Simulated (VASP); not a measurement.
Wanted: the native input for a VASP 6.6.1 run.

```
Task                   : single point
Functional             : PBE
Potentials or basis    : VASP PAW PBE potentials, release 64 (Fe, Co, Cu)
Cutoff                 : 520 eV
k mesh                 : 2 × 2 × 2, shifted
Occupations            : gaussian, width 0.1 eV
Spin                   : collinear spin, ferromagnetic start
Starting moments       : [4.0, 4.0, 4.0, 4.0, 3.0, 0.0, 0.0, 0.0, 0.0, 0.0, 0.0, 0.0, 0.0, 0.0, 0.0, 0.0] μB
Dipole correction      : no
Further INCAR settings : LREAL = Auto; ALGO = Normal; EDIFF = 1e-07; NBANDS = 99; ISYM = 0
```

The structure of Fe4CoCu11 lies in POSCAR:

```
Fe4CoCu11
1.0
    5.1636800197      0.0138617484     -0.0041766576
    0.0138617484      7.1793544048     -0.0138317335
   -0.0041766576     -0.0138317335      5.1637248851
Fe Co Cu
4 1 11
Direct
    0.9940951920      0.0075195143      1.0071742999
    0.5098867447      0.4964105258      0.0102836222
   -0.0090630548      0.4964089789      0.4914307016
    0.5025493231      0.4975677072      0.4988261267
    0.7529039542      0.2569457182      0.2483695100
    0.4987363604      1.0034204262      1.0017968834
    0.0075333839      0.5002183181      0.9937907638
    0.9995338870      0.0034100393      0.5025331832
    0.2512596858      0.2482047451      0.2485177190
    0.5018907270      1.0017627276      0.4994017542
    0.2482450903      0.7526741013      0.2511665572
    0.2520255208      0.2502829146      0.7492384256
    0.7506851514      0.7549492605      0.2506136684
    0.7528157912      0.2481887877      0.7500201537
    0.2499085537      0.7522640930      0.7513877673
    0.7501397721      0.7526920327      0.7530448899
```

One way to write it, as run:

INCAR

```
  PREC = Accurate
  ENCUT = 520
  EDIFF = 1E-7
  ISMEAR = 0
  SIGMA = 0.1
  LREAL = Auto
  LASPH = T
  NELM = 150
  ALGO = Normal
  ISIF = 2
  LWAVE = F
  LCHARG = F
  ISPIN = 2
  MAGMOM = 4 4 4 4 3 0 0 0 0 0 0 0 0 0 0 0
  LORBIT = 11
  LMAXMIX = 4
  GGA = PE
  ISYM = 0
  NBANDS = 99
```

KPOINTS

```
Automatic mesh
0
Gamma
  2 2 2
  0.5 0.5 0.5
```

Potentials or basis: VASP PAW PBE potentials, release 64 (Fe, Co, Cu).

Run with:

```console
$ cat potpaw_PBE.64/Fe/POTCAR potpaw_PBE.64/Co/POTCAR potpaw_PBE.64/Cu/POTCAR > POTCAR
$ mpirun -np 1 vasp_std > vasp.out
```

It gave:

```
Pressure                                              : 0.4 GPa
Largest force                                         : 0.027 eV/Å
Net moment                                            : 14.00 μB per cell
Site moments                                          : Fe +2.85, +2.88, +2.77 (each value once); Co +1.70; Cu +0.06, +0.09, +0.10, +0.03, +0.08 (each value once) μB
Valence electrons inside the program's atomic spheres : Fe 7.02, 7.07 (each value once); Co 8.16; Cu 10.02, 10.05, 10.00, 10.01 (each value once)
```

Caveat: the k points lie up to 0.61 Å⁻¹ apart.

Wall time 10 min on 1 thread of Intel(R) Xeon(R) 6975P-C (Granite Rapids) (shared host), peak memory 0.4 GiB.
